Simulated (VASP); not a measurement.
# Ti (P6_3/mmc) in VASP: a series of runs

The runs below take Ti through single point, with PBEsol.

All numbers are computed with VASP 6.6.1; they aren't measurements. Logs are shortened: lines on timing, memory, paths and dates and some standing lists are left out, and cuts for length are marked.

## 1. The cell of the first run

Symmetry: P6_3/mmc, No. 194, hexagonal system. Conventional cell: a = 2.899 Å, b = 2.899 Å, c = 4.596 Å, α = 90.00°, β = 90.00°, γ = 120.00°. Ti (site symmetry -6m2) has 12 Ti at 2.84 to 2.90 Å within 3.7 Å.

## 2. Single point, PBEsol

The input, INCAR:

```
PREC     = Accurate       # precision mode
ENCUT    = 500            # plane-wave cutoff, eV
EDIFF    = 1E-6           # SCF threshold, eV
ISMEAR   = -1             # smearing method
SIGMA    = 0.05           # smearing width, eV
LREAL    = False          # projectors in reciprocal space
LASPH    = True           # aspherical terms in the spheres
NELM     = 120            # most SCF steps
ALGO     = Normal         # electronic algorithm
ISIF     = 2              # what is computed and relaxed
LWAVE    = False          # write WAVECAR
LCHARG   = False          # write CHGCAR
GGA      = PS             # functional
NBANDS   = 19             # bands
GGA_COMPAT= False
```

The input, KPOINTS:

```
regular mesh
0
Gamma
  13 13 7
```

The input, POSCAR:

```
Ti
1.0
    2.8993609239      0.0000000000      0.0000000000
   -1.4496804620      2.5109202149      0.0000000000
    0.0000000000      0.0000000000      4.5956215670
Ti
2
Direct
    0.3333333333      0.6666666667      0.2500000000
    0.6666666667      0.3333333333      0.7500000000
```

Potentials or basis: VASP PAW PBE potentials, release 64 (Ti_sv).

Run with:

```bash
$ cat potpaw_PBE.64/Ti_sv/POTCAR > POTCAR
$ mpirun -np 1 vasp_std > vasp.out
```

OUTCAR:

```text
PREC = Accurate
   ENCUT = 500
   EDIFF = 1E-6
   ISMEAR = -1
   LREAL = False
   LASPH = True
   NELM = 120
   ISIF = 2
   GGA = PS

 ion  position               nearest neighbor table
   1  0.333  0.667  0.250-   2 2.84   2 2.84   2 2.84   2 2.84   2 2.84   2 2.84
   2  0.667  0.333  0.750-   1 2.84   1 2.84   1 2.84   1 2.84   1 2.84   1 2.84

  LATTYP: Found a hexagonal cell.
 ALAT       =     2.8993609239
 C/A-ratio  =     1.5850463904

  Lattice vectors:

 A1 = (   2.8993609239,   0.0000000000,   0.0000000000)
 A2 = (  -1.4496804620,   2.5109202149,   0.0000000000)
 A3 = (   0.0000000000,   0.0000000000,   4.5956215670)

Analysis of symmetry for initial positions (statically):
=====================================================================
 Subroutine PRICEL returns:
 Original cell was already a primitive cell.

 Routine SETGRP: Setting up the symmetry group for a
 hexagonal supercell.

 Subroutine GETGRP returns: Found 24 space group operations
 (whereof 12 operations were pure point group operations)
 out of a pool of 24 trial point group operations.

The static configuration has the point symmetry D_3d.
 The point group associated with its full space group is D_6h.

Analysis of symmetry for dynamics (positions and initial velocities):
=====================================================================
 Subroutine PRICEL returns:
 Original cell was already a primitive cell.

 Routine SETGRP: Setting up the symmetry group for a
 hexagonal supercell.

 Subroutine GETGRP returns: Found 24 space group operations
 (whereof 12 operations were pure point group operations)
 out of a pool of 24 trial point group operations.

The dynamic configuration has the point symmetry D_3d.
 The point group associated with its full space group is D_6h.

 Subroutine INISYM returns: Found 24 space group operations
 (whereof 12 operations are pure point group operations),
 and found     1 'primitive' translations

----------------------------------------------------------------------------------------

                                     Primitive cell

  volume of cell :      33.4564

  direct lattice vectors                    reciprocal lattice vectors
     2.899360924  0.000000000  0.000000000     0.344903593  0.199130182  0.000000000
    -1.449680462  2.510920215  0.000000000     0.000000000  0.398260364  0.000000000
     0.000000000  0.000000000  4.595621567     0.000000000  0.000000000  0.217598422

  length of vectors
     2.899360924  2.899360924  4.595621567     0.398260365  0.398260364  0.217598422

  position of ions in fractional coordinates (direct lattice)
     0.333333333  0.666666667  0.250000000
     0.666666667  0.333333333  0.750000000

  ion indices of the primitive-cell ions
   primitive index   ion index
                 1           1
                 2           2

----------------------------------------------------------------------------------------

 KPOINTS: regular mesh

Automatic generation of k-mesh.
 Grid dimensions read from file:
 generate k-points for:   13   13    7

 Generating k-lattice:

  Cartesian coordinates                     Fractional coordinates (reciprocal lattice)
     0.026531046  0.015317706  0.000000000     0.076923077 -0.000000000  0.000000000
     0.000000000  0.030635413  0.000000000     0.000000000  0.076923077  0.000000000
     0.000000000  0.000000000  0.031085489     0.000000000  0.000000000  0.142857143

  Length of vectors
     0.030635413  0.030635413  0.031085489

  Shift w.r.t. Gamma in fractional coordinates (k-lattice)
     0.000000000  0.000000000  0.000000000

 Subroutine IBZKPT returns following result:
 ===========================================

 Found     84 irreducible k-points:

 Following reciprocal coordinates:
            Coordinates               Weight
  0.000000  0.000000  0.000000      1.000000
  0.076923 -0.000000  0.000000      6.000000
  0.153846  0.000000  0.000000      6.000000
  0.230769  0.000000  0.000000      6.000000
  0.307692  0.000000  0.000000      6.000000
  0.384615 -0.000000  0.000000      6.000000
[... 16 lines left out ...]
  0.076923 -0.000000  0.142857     12.000000
  0.153846  0.000000  0.142857     12.000000
 [... further k-points ...]
   k-points           NKPTS =     84   k-points in BZ     NKDIM =     84   number of bands    NBANDS=     19
   number of dos      NEDOS =    301   number of ions     NIONS =      2
   total plane-waves  NPLWV =  20736
   dimension x,y,z NGX =    24 NGY =   24 NGZ =   36
   dimension x,y,z NGXF=    48 NGYF=   48 NGZF=   72
   ions per type =               2
   NGX,Y,Z   is equivalent  to a cutoff of  13.76, 13.76, 13.02 a.u.
   NGXF,Y,Z  is equivalent  to a cutoff of  27.52, 27.52, 26.05 a.u.
 SYSTEM =  unknown system
   PREC   = accura    normal or accurate (medium, high low for compatibility)
   ISTART =      0    job   : 0-new  1-cont  2-samecut
   ICHARG =      2    charge: 1-file 2-atom 10-const
   ISPIN  =      1    spin polarized calculation?
   LNONCOLLINEAR =      F non collinear calculations
   LSORBIT =      F    spin-orbit coupling
   LASPH  =      T    aspherical Exc in radial PAW
   ENCUT  =  500.0 eV  36.75 Ry    6.06 a.u.   5.29  5.29  8.38*2*pi/ulx,y,z
   NELM   =    120;   NELMIN=  2; NELMDL= -5     # of ELM steps
   EDIFF  = 0.1E-05   stopping-criterion for ELM
   LREAL  =      F    real-space projection
   EDIFFG = 0.1E-04   stopping-criterion for IOM
   NSW    =      0    number of steps for IOM
   IBRION =     -1    ionic relax: 0-MD 1-quasi-New 2-CG
   NFREE  =      0    steps in history (QN), initial steepest desc. (CG)
   ISIF   =      2    stress and relaxation
   ISYM   =      2    0-nonsym 1-usesym 2-fastsym
   POTIM  = 0.5000    time-step for ionic-motion
   TEBEG  =    0.0;   TEEND  =   0.0 temperature during run
   PSTRESS=    0.0 pullay stress
   NELECT =      24.0000    total number of electrons
   NUPDOWN=      -1.0000    fix difference up-down
   EMIN   =  10.00;   EMAX   =-10.00  energy-range for DOS
   EFERMI =   0.00;   METHOD = LEGACY
   ISMEAR =    -1;   SIGMA  =   0.05  broadening in eV -4-tet -1-fermi 0-gaus
   EFERMI_NEDOS =   21; number of points for ismear=-14 and -15
   IALGO  =     38    algorithm
   IMIX   =      4    mixing-type and parameters
     AMIX     =   0.40;   BMIX     =  1.00
     AMIX_MAG =   1.60;   BMIX_MAG =  1.00
  volume/ion in A,a.u.               =      16.73       112.89
  Fermi-wavevector in a.u.,A,eV,Ry     =   1.465499  2.769391 29.221047  2.147686
  Thomas-Fermi vector in A             =   2.581348
   LORBIT       =      0    0 simple, 1 ext, 2 COOP (PROOUT), +10 PAW based schemes
   GGA     = PS    functional components
   LHFCALC =     F    Hartree Fock is set to
   AEXX    =    0.0000 exact exchange contribution
   IVDW    =     0    specifies the selected vdW correction
   LEPSILON=     F    determine dielectric tensor
   LRPA    =     F    only Hartree local field effects (RPA)
 non-spin polarized calculation
  energy-cutoff  :      500.00
  volume of cell :       33.46
 maximum number of plane-waves:       860
 NGX is ok and might be reduce to    24
   NGX = 11   NGY = 11   NGZ = 17

 number of electron      23.9999999 magnetization

 Free energy of the ion-electron system (eV)
  ---------------------------------------------------
  ext. energy  EPLUGINS =         0.00000000
  ---------------------------------------------------
  free energy    TOTEN  =       -16.68615808 eV

  energy without entropy =      -16.66817332  energy(sigma->0) =      -16.67716570

 E-fermi :   8.6173     XC(G=0): -11.8160

 val. band max:        8.6116771669   @ k =   0.0000   0.0000   0.4286
 cond. band min:       8.6304668025   @ k =   0.3077   0.2308   0.4286
 fundamental gap:      0.0187896356
 Fermi energy:         8.6172885409

 k-point     1 :       0.0000    0.0000    0.0000
  band No.  band energies     occupation
      1     -47.9557      2.00000
      2     -47.7937      2.00000
      3     -24.6923      2.00000
      4     -23.9619      2.00000
      5     -23.9619      2.00000
      6     -23.8823      2.00000
[... 11 lines left out ...]
     18      10.2987      0.00000
     19      11.9165      0.00000

 k-point     2 :       0.0769   -0.0000    0.0000
  band No.  band energies     occupation
      1     -47.9488      2.00000
      2     -47.7910      2.00000
      3     -24.6774      2.00000
      4     -23.9926      2.00000
      5     -23.9721      2.00000
      6     -23.8885      2.00000
[... 11 lines left out ...]
     18      10.2008      0.00000
     19      11.9693      0.00000

 k-point     3 :       0.1538    0.0000    0.0000
  band No.  band energies     occupation
      1     -47.9293      2.00000
      2     -47.7836      2.00000
      3     -24.6345      2.00000
      4     -24.0781      2.00000
      5     -23.9997      2.00000
      6     -23.9669      2.00000
[... 11 lines left out ...]
     18      10.3577      0.00000
     19      12.0850      0.00000

 k-point     4 :       0.2308    0.0000    0.0000
  band No.  band energies     occupation
      1     -47.9007      2.00000
      2     -47.7743      2.00000
      3     -24.5690      2.00000
      4     -24.1998      2.00000
      5     -24.0854      2.00000
      6     -24.0370      2.00000
[... 11 lines left out ...]
     18      10.8354      0.00000
     19      12.2002      0.00000

 k-point     5 :       0.3077    0.0000    0.0000
  band No.  band energies     occupation
      1     -47.8682      2.00000
      2     -47.7662      2.00000
      3     -24.4894      2.00000
      4     -24.3299      2.00000
      5     -24.2065      2.00000
      6     -24.0751      2.00000
[... 11 lines left out ...]
     18      11.3970      0.00000
     19      12.2858      0.00000
[... 334 lines left out ...]
      2     -47.7720      2.00000
      3     -24.4079      2.00000
      4     -24.2963      2.00000
      5     -24.2548      2.00000
      6     -24.2407      2.00000
[... 11 lines left out ...]
     18      12.0754      0.00000
     19      14.3798      0.00000

 k-point    22 :       0.0000    0.0000    0.1429
  band No.  band energies     occupation
      1     -47.9478      2.00000
      2     -47.8018      2.00000
      3     -24.6538      2.00000
      4     -23.9563      2.00000
      5     -23.9563      2.00000
      6     -23.9242      2.00000
[... 11 lines left out ...]
     18      10.4955      0.00000
     19      11.9267      0.00000

 k-point    23 :       0.0769   -0.0000    0.1429
  band No.  band energies     occupation
      1     -47.9411      2.00000
      2     -47.7989      2.00000
      3     -24.6408      2.00000
      4     -23.9862      2.00000
      5     -23.9662      2.00000
      6     -23.9411      2.00000
[... 11 lines left out ...]
     18      10.4508      0.00000
     19      11.9695      0.00000

 k-point    24 :       0.1538    0.0000    0.1429
  band No.  band energies     occupation
      1     -47.9222      2.00000
      2     -47.7909      2.00000
      3     -24.6040      2.00000
      4     -24.0695      2.00000
      5     -24.0083      2.00000
      6     -23.9930      2.00000
[... 11 lines left out ...]
     18      10.4757      0.00000
     19      12.0622      0.00000

 [... further k-points ...]

------------------------ aborting loop because EDIFF is reached ----------------------------------------

  FORCE on cell =-STRESS in cart. coord.  units (eV):
  Direction    XX          YY          ZZ          XY          YZ          ZX
  --------------------------------------------------------------------------------------
  -------------------------------------------------------------------------------------
  Total       -0.0600121     -0.0600121     -0.0633630      0.0000000      0.0000000      0.0000000
  in kB       -2.8738910     -2.8738910     -3.0343588      0.0000000      0.0000000      0.0000000
  external PRESSURE =      -2.9273803 kB  Pullay stress =       0.0000000 kB

 VOLUME and BASIS-vectors are now :
 -----------------------------------------------------------------------------
  energy-cutoff  :      500.00
  volume of cell :       33.46
      direct lattice vectors                 reciprocal lattice vectors
     2.899360924  0.000000000  0.000000000     0.344903593  0.199130182  0.000000000
    -1.449680462  2.510920215  0.000000000     0.000000000  0.398260364  0.000000000
     0.000000000  0.000000000  4.595621567     0.000000000  0.000000000  0.217598422

 POSITION                                       TOTAL-FORCE (eV/Angst)
 -----------------------------------------------------------------------------------
     -0.00000      1.67395      1.14891        -0.000000      0.000000      0.000000
      1.44968      0.83697      3.44672         0.000000     -0.000000      0.000000
 -----------------------------------------------------------------------------------
    total drift:                               -0.000000      0.000000     -0.000000

  FREE ENERGIE OF THE ION-ELECTRON SYSTEM (eV)
  ---------------------------------------------------
  free  energy   TOTEN  =       -16.6861580823 eV

  energy  without entropy=      -16.6681733164  energy(sigma->0) =      -16.67716570
```

Run time: 64 s. Hardware: 1 thread of Intel Xeon 8259CL, shared host; peak memory 0.18 GiB.

What came out:

| Item | Value |
| --- | --- |
| Free energy | -16.6862 eV |
| Pressure | -0.3 GPa |
| Band gap on the k mesh | zero (bands 12 and 13 overlap by 1.14 eV) |

Caveat: the PAW data sets were made with another functional, which shifts forces and pressure a little.

## 3. Single point, PBEsol

This run uses another cell than the first one, of 17.28 Å³/atom.

The input, INCAR:

```
PREC = Accurate
ENCUT = 500
EDIFF = 1E-6
ISMEAR = -1
SIGMA = 0.05
LREAL = False
LASPH = True
NELM = 120
ALGO = Normal
ISIF = 2
LWAVE = False
LCHARG = False
GGA = PS
NBANDS = 19
GGA_COMPAT = False
```

The input, KPOINTS:

```
Automatic mesh
0
Gamma
  13 13 7
```

The input, POSCAR:

```
Ti
1.0
    2.9302007457      0.0000000000      0.0000000000
   -1.4651003729      2.5376282840      0.0000000000
    0.0000000000      0.0000000000      4.6485896576
Ti
2
Direct
    0.3333333333      0.6666666667      0.2500000000
    0.6666666667      0.3333333333      0.7500000000
```

Potentials or basis: VASP PAW PBE potentials, release 64 (Ti_sv).

Run with:

```bash
$ cat potpaw_PBE.64/Ti_sv/POTCAR > POTCAR
$ mpirun -np 1 vasp_std > vasp.out
```

Wall time 62 s (1 thread of Intel Xeon 8259CL, shared host); peak memory 0.18 GiB.

The run converged. Its results:

| Quantity | Value |
| --- | --- |
| Free energy | -16.6717 eV |
| Pressure | -3.9 GPa |
| Band gap on the k mesh | zero (bands 12 and 13 overlap by 1.11 eV) |

Stress tensor (GPa, compression positive):
```
-3.83  0.00  0.00
 0.00 -3.83  0.00
 0.00  0.00 -4.12
```

Levels at points of the mesh, in eV from the Fermi level:
| k point | band 8 | band 9 | band 10 | band 11 | band 12 | band 13 | band 14 | band 15 | band 16 | band 17 |
| --- | --- | --- | --- | --- | --- | --- | --- | --- | --- | --- |
| (0.00, 0.00, 0.00) | -32.56 | -6.23 | -2.71 | 0.77 | 0.77 | 0.77 | 0.88 | 1.27 | 1.27 | 1.63 |

Caveat: the cell stands under tension; the PAW data sets were made with another functional, which shifts forces and pressure a little.

## 4. Single point, PBEsol

This run uses another cell than the first one, of 17.99 Å³/atom.

The input, INCAR:

```
PREC = Accurate
ENCUT = 500
EDIFF = 1E-6
ISMEAR = -1
SIGMA = 0.05
LREAL = F
LASPH = T
NELM = 120
ALGO = Normal
ISIF = 2
LWAVE = F
LCHARG = F
GGA = PS
NBANDS = 19
GGA_COMPAT = F
```

The input, KPOINTS:

```
regular mesh
0
Gamma
  13 13 7
```

The input, POSCAR:

```
Ti
1.0
    2.9695369932      0.0000000000      0.0000000000
   -1.4847684966      2.5716944736      0.0000000000
    0.0000000000      0.0000000000      4.7109942807
Ti
2
Direct
    0.3333333333      0.6666666667      0.2500000000
    0.6666666667      0.3333333333      0.7500000000
```

Run with:

```bash
$ cat potpaw_PBE.64/Ti_sv/POTCAR > POTCAR
$ mpirun -np 1 vasp_std > vasp.out
```

It took 61 s on 1 thread of Intel Xeon 8259CL, shared host; peak memory 0.18 GiB.

The run converged. Its results:

| Property | Result |
| --- | --- |
| Free energy | -16.6202 eV |
| Pressure | -7.8 GPa |
| Band gap on the k mesh | zero (bands 12 and 13 overlap by 1.07 eV) |

Stress tensor (GPa, compression positive):
```
-7.66  0.00  0.00
 0.00 -7.66  0.00
 0.00  0.00 -8.09
```

Levels at points of the mesh, in eV from the Fermi level:
| k point | band 9 | band 10 | band 11 | band 12 | band 13 | band 14 | band 15 | band 16 |
| --- | --- | --- | --- | --- | --- | --- | --- | --- |
| (0.00, 0.00, 0.00) | -6.13 | -2.61 | 0.67 | 0.75 | 0.75 | 0.85 | 1.22 | 1.22 |

Caveat: the cell stands under tension; the PAW data sets were made with another functional, which shifts forces and pressure a little.

## 5. Summary

```tsv
cell	gap on the mesh (eV)	pressure (GPa)
a = 2.899, b = 2.899, c = 4.596 Å, angles 90.0, 90.0, 120.0°, 2 atoms	none	-0.3
a = 2.930, b = 2.930, c = 4.649 Å, angles 90.0, 90.0, 120.0°, 2 atoms	none	-3.9
a = 2.970, b = 2.970, c = 4.711 Å, angles 90.0, 90.0, 120.0°, 2 atoms	none	-7.8
```

Alike in all rows: task single point; level PBEsol; potentials or basis VASP PAW PBE potentials, release 64 (Ti_sv); no spin polarisation; k mesh 13 × 13 × 7; cutoff (eV) 500; smearing fermi-dirac 0.05 eV.

Caveats: the PAW data sets were made with another functional, which shifts forces and pressure a little; the cell stands under tension (at least some runs).

Total energies depend on the potentials used, so only differences within one code and one set of settings carry meaning.
